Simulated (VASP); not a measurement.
A run of VASP 6.6.1 is set up as follows.

The input INCAR:

```
SYSTEM = In4P5
  ALGO = Fast
  DIPOL = 0.5 0.5 0.500
  EDIFF = 1E-6
  EDIFFG = -0.02
  ENCUT = 520
  GGA = PS
  IBRION = 2
  IDIPOL = 3
  ISIF = 2
  ISMEAR = 0
  KPAR = 4
  LASPH = .TRUE.
  LCHARG = .FALSE.
  LDIPOL = .TRUE.
  LREAL = .FALSE.
  LWAVE = .FALSE.
  NELM = 60
  NSW = 80
  PREC = Accurate
  SIGMA = 0.1
```

KPOINTS

```
k-points
0
G
  9 9 1
  0 0 0
```

POSCAR

```
In4P5
1.0
    3.8601905803      0.0000000000      0.0000000000
   -1.9300952902      3.3430231060      0.0000000000
    0.0000000000      0.0000000000     27.6073296423
P In
5 4
Direct
    0.3333333333      0.6666666667      0.2716669847
    0.0000000000      0.0000000000      0.3858334924
    0.6666666667      0.3333333333      0.5000000000
    0.3333333333      0.6666666667      0.6141665076
    0.0000000000      0.0000000000      0.7283330153
    0.6666666667      0.3333333333      0.3287502385
    0.3333333333      0.6666666667      0.4429167462
    0.0000000000      0.0000000000      0.5570832538
    0.6666666667      0.3333333333      0.6712497615
```

Potentials or basis: VASP PAW PBE potentials, release 64 (P, In_d).

Command:

```console
$ cat potpaw_PBE.64/P/POTCAR potpaw_PBE.64/In_d/POTCAR > POTCAR
$ mpirun -np 4 vasp_std > vasp.out
```

Q: Predict the band gap on the k mesh.

A: Zero (an odd number of electrons rules out a gap without spin polarisation).

Q: Predict the energy gained by relaxing.

A: 23.5 meV/atom.

Forces in eV/Å, atoms in the order of the input:
```
P    0.000  0.000  0.015
P    0.000  0.000  0.009
P    0.000  0.000  0.000
P    0.000  0.000 -0.009
P    0.000  0.000 -0.015
In   0.000  0.000  0.020
In   0.000  0.000  0.005
In   0.000  0.000 -0.005
In   0.000  0.000 -0.020
```

Caveat: the PAW data sets were made with another functional, which shifts forces and pressure a little; spin-orbit coupling is left out, which moves the levels of the heavy elements; an odd number of electrons without spin polarisation forces a metal; a magnetic or distorted state may lie lower.
